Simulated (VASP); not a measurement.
Here is a VASP 6.6.1 calculation.

INCAR

```
PREC = Accurate
ENCUT = 560
EDIFF = 1E-6
ISMEAR = -1
SIGMA = 0.08
LREAL = False
LASPH = True
NELM = 120
ALGO = Normal
ISIF = 2
LWAVE = False
LCHARG = False
GGA = PE
NBANDS = 23
GGA_COMPAT = False
```

The input KPOINTS:

```
Automatic mesh
0
Gamma
  13 13 13
```

Contents of POSCAR:

```
Os
1.0
    0.0000000000      2.7780849445      2.7780849445
    2.7780849445      0.0000000000      2.7780849445
    2.7780849445      2.7780849445      0.0000000000
Os
2
Direct
   -0.1250000000     -0.1250000000     -0.1250000000
    0.1250000000      0.1250000000      0.1250000000
```

Potentials or basis: VASP PAW PBE potentials, release 64 (Os_sv_GW).

Launch:

```console
$ cat potpaw_PBE.64/Os_sv_GW/POTCAR > POTCAR
$ mpirun -np 1 vasp_std > vasp.out
```

(1) Predict the pressure.

(2) Estimate the band gap on the k mesh.

## Answers

(1) -0.8 GPa.

(2) zero (bands 16 and 17 overlap by 1.18 eV).

Caveat: spin-orbit coupling is left out, which moves the levels of the heavy elements.
